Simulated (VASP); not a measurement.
# Al4Cu2H in VASP: single point with PBE

Aim: the single point of Al4Cu2H with PBE.

Everything below comes from runs of VASP 6.6.1. Logs are shortened: lines on timing, memory, paths and dates and some standing lists are left out, and cuts for length are marked.

### Step 1. The cell of the first run

The cell holds a slab with vacuum, 7 atoms: a = 4.089 Å, b = 4.089 Å, c = 20.361 Å, α = 90.00°, β = 90.00°, γ = 60.00°.

### Step 2. Single point, PBE

Contents of INCAR:

```
PREC = Accurate
ENCUT = 520
EDIFF = 1E-6
ISMEAR = 0
SIGMA = 0.1
LREAL = F
LASPH = T
NELM = 60
ALGO = Normal
ISIF = 2
LWAVE = F
LCHARG = F
LDIPOL = T
IDIPOL = 3
DIPOL = 0.5 0.5 0.339
GGA = PE
NBANDS = 26
```

Contents of KPOINTS:

```
regular mesh
0
Gamma
  9 9 1
```

Contents of POSCAR:

```
Al4Cu2H
1.0
    4.0889418899      0.0000000000      0.0000000000
    2.0442840433      3.5412354524      0.0000000000
    0.0000000000      0.0000000000     20.3610078836
Al Cu H
4 2 1
Direct
    0.6667174561      0.6667174561      0.1964539291
    0.3334044385      0.3334044385      0.2784404877
    0.0000542489      0.0000542489      0.3605162434
    0.6667259434      0.6667259434      0.4351949537
    0.0000609473      0.0000609473      0.2374472084
    0.3333908767      0.3333908767      0.4027831442
    0.7778370545      1.0000592768      0.4646955482
```

Potentials or basis: VASP PAW PBE potentials, release 64 (Al, Cu, H).

Command:

```sh
$ cat potpaw_PBE.64/Al/POTCAR potpaw_PBE.64/Cu/POTCAR potpaw_PBE.64/H/POTCAR > POTCAR
$ mpirun -np 1 vasp_std > vasp.out
```

OUTCAR:

```text
PREC = Accurate
   ENCUT = 520
   EDIFF = 1E-6
   ISMEAR = 0
   LREAL = F
   LASPH = T
   NELM = 60
   ISIF = 2
   GGA = PE

 ion  position               nearest neighbor table
   1  0.667  0.667  0.196-   5 2.50   5 2.50   5 2.50   2 2.89   2 2.89   2 2.89
   2  0.333  0.333  0.278-   5 2.50   5 2.50   5 2.50   6 2.53   1 2.89   1 2.89   1 2.89   3 2.89
                             3 2.89   3 2.89
   3  0.000  0.000  0.361-   5 2.51   6 2.51   6 2.51   6 2.51   4 2.81   4 2.81   4 2.81   2 2.89
                             2 2.89   2 2.89
   4  0.667  0.667  0.435-   7 1.74   6 2.45   6 2.45   6 2.45   3 2.81   3 2.81   3 2.81
   5  0.000  0.000  0.237-   1 2.50   2 2.50   1 2.50   2 2.50   1 2.50   2 2.50   3 2.51
   6  0.333  0.333  0.403-   4 2.45   4 2.45   4 2.45   3 2.51   3 2.51   3 2.51   2 2.53
   7  0.778  0.000  0.465-   4 1.74

  LATTYP: Found a base centered orthorhombic cell.
 ALAT       =     4.0891287873
 B/A-ratio  =     1.7319452535
 C/A-ratio  =     4.9793021797

  Lattice vectors:

 A1 = (  -2.0442840433,  -3.5412354524,   0.0000000000)
 A2 = (   4.0889418899,   0.0000000000,   0.0000000000)
 A3 = (   0.0000000000,   0.0000000000,  20.3610078836)

Analysis of symmetry for initial positions (statically):
=====================================================================
 Subroutine PRICEL returns:
 Original cell was already a primitive cell.

 Routine SETGRP: Setting up the symmetry group for a
 base centered orthorhombic supercell.

 Subroutine GETGRP returns: Found  1 space group operations
 (whereof  1 operations were pure point group operations)
 out of a pool of  8 trial point group operations.

The static configuration has the point symmetry C_1 .

Analysis of symmetry for dynamics (positions and initial velocities):
=====================================================================
 Subroutine PRICEL returns:
 Original cell was already a primitive cell.

 Routine SETGRP: Setting up the symmetry group for a
 base centered orthorhombic supercell.

 Subroutine GETGRP returns: Found  1 space group operations
 (whereof  1 operations were pure point group operations)
 out of a pool of  8 trial point group operations.

The dynamic configuration has the point symmetry C_1 .

 Subroutine INISYM returns: Found  1 space group operations
 (whereof  1 operations are pure point group operations),
 and found     1 'primitive' translations

----------------------------------------------------------------------------------------

                                     Primitive cell

  volume of cell :     294.8255

  direct lattice vectors                    reciprocal lattice vectors
     4.088941890  0.000000000  0.000000000     0.244562047 -0.141180754  0.000000000
     2.044284043  3.541235452  0.000000000     0.000000000  0.282387323  0.000000000
     0.000000000  0.000000000 20.361007884     0.000000000  0.000000000  0.049113482

  length of vectors
     4.088941890  4.088941890 20.361007884     0.282387323  0.282387323  0.049113482

  position of ions in fractional coordinates (direct lattice)
     0.666717456  0.666717456  0.196453929
     0.333404438  0.333404438  0.278440488
     0.000054249  0.000054249  0.360516243
     0.666725943  0.666725943  0.435194954
     0.000060947  0.000060947  0.237447208
     0.333390877  0.333390877  0.402783144
     0.777837054  0.000059277  0.464695548

  ion indices of the primitive-cell ions
   primitive index   ion index
                 1           1
                 2           2
                 3           3
                 4           4
                 5           5
                 6           6
                 7           7

----------------------------------------------------------------------------------------

 KPOINTS: regular mesh

Automatic generation of k-mesh.
 Grid dimensions read from file:
 generate k-points for:    9    9    1

 Generating k-lattice:

  Cartesian coordinates                     Fractional coordinates (reciprocal lattice)
     0.027173561 -0.015686750  0.000000000     0.111111111  0.000000000  0.000000000
     0.000000000  0.031376369  0.000000000     0.000000000  0.111111111  0.000000000
     0.000000000  0.000000000  0.049113482     0.000000000  0.000000000  1.000000000

  Length of vectors
     0.031376369  0.031376369  0.049113482

  Shift w.r.t. Gamma in fractional coordinates (k-lattice)
     0.000000000  0.000000000  0.000000000

 Subroutine IBZKPT returns following result:
 ===========================================

 Found     41 irreducible k-points:

 Following reciprocal coordinates:
            Coordinates               Weight
  0.000000  0.000000  0.000000      1.000000
  0.111111 -0.000000  0.000000      2.000000
  0.000000 -0.111111  0.000000      2.000000
  0.222222  0.000000  0.000000      2.000000
  0.000000 -0.222222  0.000000      2.000000
  0.333333  0.000000  0.000000      2.000000
[... 16 lines left out ...]
 -0.111111  0.111111  0.000000      2.000000
  0.222222  0.222222  0.000000      2.000000
 [... further k-points ...]
   k-points           NKPTS =     41   k-points in BZ     NKDIM =     41   number of bands    NBANDS=     26
   number of dos      NEDOS =    301   number of ions     NIONS =      7
   total plane-waves  NPLWV = 144000
   dimension x,y,z NGX =    30 NGY =   30 NGZ =  160
   dimension x,y,z NGXF=    60 NGYF=   60 NGZF=  320
   ions per type =               4   2   1
   NGX,Y,Z   is equivalent  to a cutoff of  12.20, 12.20, 13.06 a.u.
   NGXF,Y,Z  is equivalent  to a cutoff of  24.39, 24.39, 26.13 a.u.
 SYSTEM =  unknown system
   PREC   = accura    normal or accurate (medium, high low for compatibility)
   ISTART =      0    job   : 0-new  1-cont  2-samecut
   ICHARG =      2    charge: 1-file 2-atom 10-const
   ISPIN  =      1    spin polarized calculation?
   LNONCOLLINEAR =      F non collinear calculations
   LSORBIT =      F    spin-orbit coupling
   LASPH  =      T    aspherical Exc in radial PAW
   ENCUT  =  520.0 eV  38.22 Ry    6.18 a.u.   7.60  7.60 37.86*2*pi/ulx,y,z
   NELM   =     60;   NELMIN=  2; NELMDL= -5     # of ELM steps
   EDIFF  = 0.1E-05   stopping-criterion for ELM
   LREAL  =      F    real-space projection
   EDIFFG = 0.1E-04   stopping-criterion for IOM
   NSW    =      0    number of steps for IOM
   IBRION =     -1    ionic relax: 0-MD 1-quasi-New 2-CG
   NFREE  =      0    steps in history (QN), initial steepest desc. (CG)
   ISIF   =      2    stress and relaxation
   ISYM   =      2    0-nonsym 1-usesym 2-fastsym
   POTIM  = 0.5000    time-step for ionic-motion
   TEBEG  =    0.0;   TEEND  =   0.0 temperature during run
   PSTRESS=    0.0 pullay stress
   NELECT =      35.0000    total number of electrons
   NUPDOWN=      -1.0000    fix difference up-down
   EMIN   =  10.00;   EMAX   =-10.00  energy-range for DOS
   EFERMI =   0.00;   METHOD = LEGACY
   ISMEAR =     0;   SIGMA  =   0.10  broadening in eV -4-tet -1-fermi 0-gaus
   EFERMI_NEDOS =   21; number of points for ismear=-14 and -15
   IALGO  =     38    algorithm
   IMIX   =      4    mixing-type and parameters
     AMIX     =   0.40;   BMIX     =  1.00
     AMIX_MAG =   1.60;   BMIX_MAG =  1.00
  volume/ion in A,a.u.               =      42.12       284.23
  Fermi-wavevector in a.u.,A,eV,Ry     =   0.804592  1.520459  8.807986  0.647369
  Thomas-Fermi vector in A             =   1.912678
   LORBIT       =      0    0 simple, 1 ext, 2 COOP (PROOUT), +10 PAW based schemes
   GGA     = PE    functional components
   LHFCALC =     F    Hartree Fock is set to
   AEXX    =    0.0000 exact exchange contribution
   IVDW    =     0    specifies the selected vdW correction
   LEPSILON=     F    determine dielectric tensor
   LRPA    =     F    only Hartree local field effects (RPA)
 non-spin polarized calculation
 Gauss-broadening in eV      SIGMA  =   0.10
  energy-cutoff  :      520.00
  volume of cell :      294.83
 maximum number of plane-waves:      7989
   NGX = 15   NGY = 15   NGZ = 75

 dipolmoment           0.000000      0.000000      0.001487 electrons x Angstroem

 number of electron      34.9999971 magnetization

 dipolmoment           0.000000      0.000000     -0.004607 electrons x Angstroem

 Free energy of the ion-electron system (eV)
  ---------------------------------------------------
  ext. energy  EPLUGINS =         0.00000000
  ---------------------------------------------------
  free energy    TOTEN  =       -24.15877900 eV

  energy without entropy =      -24.15005153  energy(sigma->0) =      -24.15441527

 E-fermi :  -0.3895     XC(G=0):  -4.3657

 val. band max:       -0.4170161217   @ k =   0.0000  -0.3333   0.0000
 cond. band min:      -0.3807007941   @ k =  -0.1111   0.1111   0.0000
 fundamental gap:      0.0363153276
 Fermi energy:        -0.3895463520

 k-point     1 :       0.0000    0.0000    0.0000
  band No.  band energies     occupation
      1     -10.2870      2.00000
      2      -8.8054      2.00000
      3      -6.0483      2.00000
      4      -4.9412      2.00000
      5      -4.8271      2.00000
      6      -4.5584      2.00000
[... 18 lines left out ...]
     25       3.2919      0.00000
     26       3.5571      0.00000

 k-point     2 :       0.1111   -0.0000    0.0000
  band No.  band energies     occupation
      1     -10.1445      2.00000
      2      -8.6670      2.00000
      3      -5.9925      2.00000
      4      -4.9432      2.00000
      5      -4.8442      2.00000
      6      -4.6295      2.00000
[... 18 lines left out ...]
     25       3.8506      0.00000
     26       4.2496      0.00000

 k-point     3 :       0.0000   -0.1111    0.0000
  band No.  band energies     occupation
      1     -10.1436      2.00000
      2      -8.6647      2.00000
      3      -5.9803      2.00000
      4      -4.9537      2.00000
      5      -4.8339      2.00000
      6      -4.6190      2.00000
[... 18 lines left out ...]
     25       3.7302      0.00000
     26       4.2534      0.00000

 k-point     4 :       0.2222    0.0000    0.0000
  band No.  band energies     occupation
      1      -9.7219      2.00000
      2      -8.2623      2.00000
      3      -5.8757      2.00000
      4      -5.0561      2.00000
      5      -4.8662      2.00000
      6      -4.7064      2.00000
[... 18 lines left out ...]
     25       4.1249      0.00000
     26       4.6115      0.00000

 k-point     5 :       0.0000   -0.2222    0.0000
  band No.  band energies     occupation
      1      -9.7178      2.00000
      2      -8.2502      2.00000
      3      -5.8161      2.00000
      4      -5.0888      2.00000
      5      -4.8670      2.00000
      6      -4.6832      2.00000
[... 18 lines left out ...]
     25       4.1311      0.00000
     26       4.4948      0.00000

 k-point     6 :       0.3333    0.0000    0.0000
  band No.  band energies     occupation
      1      -9.0386      2.00000
      2      -7.6436      2.00000
      3      -5.9641      2.00000
      4      -5.2424      2.00000
      5      -5.1018      2.00000
      6      -4.6122      2.00000
[... 427 lines left out ...]
 k-point    21 :      -0.2222    0.1111    0.0000
  band No.  band energies     occupation
      1      -9.3052      2.00000
      2      -7.8737      2.00000
      3      -5.7929      2.00000
      4      -5.1773      2.00000
      5      -4.9802      2.00000
      6      -4.6882      2.00000
[... 18 lines left out ...]
     25       4.3356      0.00000
     26       4.5764      0.00000

 k-point    22 :      -0.1111    0.2222    0.0000
  band No.  band energies     occupation
      1      -9.3019      2.00000
      2      -7.8605      2.00000
      3      -5.7197      2.00000
      4      -5.2388      2.00000
      5      -4.9882      2.00000
      6      -4.6774      2.00000
[... 18 lines left out ...]
     25       4.3453      0.00000
     26       4.5519      0.00000

 k-point    23 :      -0.1111    0.1111    0.0000
  band No.  band energies     occupation
      1      -9.8598      2.00000
      2      -8.3923      2.00000
      3      -5.8865      2.00000
      4      -4.9854      2.00000
      5      -4.8693      2.00000
      6      -4.7111      2.00000
[... 18 lines left out ...]
     25       3.9623      0.00000
     26       4.0976      0.00000

 k-point    24 :       0.2222    0.2222    0.0000
  band No.  band energies     occupation
      1      -9.7241      2.00000
      2      -8.2511      2.00000
      3      -5.8008      2.00000
      4      -5.1357      2.00000
      5      -4.7548      2.00000
      6      -4.6945      2.00000
[... 18 lines left out ...]
     25       4.0107      0.00000
     26       4.3766      0.00000

 [... further k-points ...]

------------------------ aborting loop because EDIFF is reached ----------------------------------------

 vacuum level on the upper side and lower side of the slab       (xc-potential included)        -0.098        -0.070

  FORCE on cell =-STRESS in cart. coord.  units (eV):
  Direction    XX          YY          ZZ          XY          YZ          ZX
  --------------------------------------------------------------------------------------
  -------------------------------------------------------------------------------------
  Total       -0.4240450      0.4191821     -0.5116028     -0.1087278      0.8481702     -1.5450082
  in kB       -2.3043979      2.2779717     -2.7802158     -0.5908619      4.6092321     -8.3960761
  external PRESSURE =      -0.9355473 kB  Pullay stress =       0.0000000 kB

 VOLUME and BASIS-vectors are now :
 -----------------------------------------------------------------------------
  energy-cutoff  :      520.00
  volume of cell :      294.83
      direct lattice vectors                 reciprocal lattice vectors
     4.088941890  0.000000000  0.000000000     0.244562047 -0.141180754  0.000000000
     2.044284043  3.541235452  0.000000000     0.000000000  0.282387323  0.000000000
     0.000000000  0.000000000 20.361007884     0.000000000  0.000000000  0.049113482

 POSITION                                       TOTAL-FORCE (eV/Angst)
 -----------------------------------------------------------------------------------
      4.08913      2.36100      4.00000        -0.061090     -0.013871      0.506647
      2.04484      1.18066      5.66933         0.034250     -0.084597     -0.209780
      0.00033      0.00019      7.34047         0.344270      0.019781     -0.180539
      4.08918      2.36103      8.86101        -0.015033     -0.177207     -0.122203
      0.00037      0.00022      4.83466         0.139397     -0.046771     -0.308037
      2.04476      1.18062      8.20107         0.303916     -0.135529      0.310630
      3.18065      0.00021      9.46167        -0.745709      0.438194      0.003281
 -----------------------------------------------------------------------------------
    total drift:                                0.000108      0.000065     -0.002436

  FREE ENERGIE OF THE ION-ELECTRON SYSTEM (eV)
  ---------------------------------------------------
  free  energy   TOTEN  =       -24.1587789996 eV

  energy  without entropy=      -24.1500515320  energy(sigma->0) =      -24.15441527

 vacuum level on the upper side and lower side of the slab         3.670         3.655
```

It took 4.2 min on 1 thread of AMD EPYC 9R45 (Zen 5), shared host; peak memory 0.51 GiB.

Results:

- Free energy: -24.1588 eV
- Largest force: 0.865 eV/Å
- Band gap on the k mesh: zero (an odd number of electrons rules out a gap without spin polarisation)

Forces in eV/Å, atoms in the order of the input:
```
Al  -0.061 -0.014  0.507
Al   0.034 -0.085 -0.210
Al   0.344  0.020 -0.181
Al  -0.015 -0.177 -0.122
Cu   0.139 -0.047 -0.308
Cu   0.304 -0.136  0.311
H   -0.746  0.438  0.003
```

The gap in the log of VASP goes by the Fermi energy; the results here count the filled bands.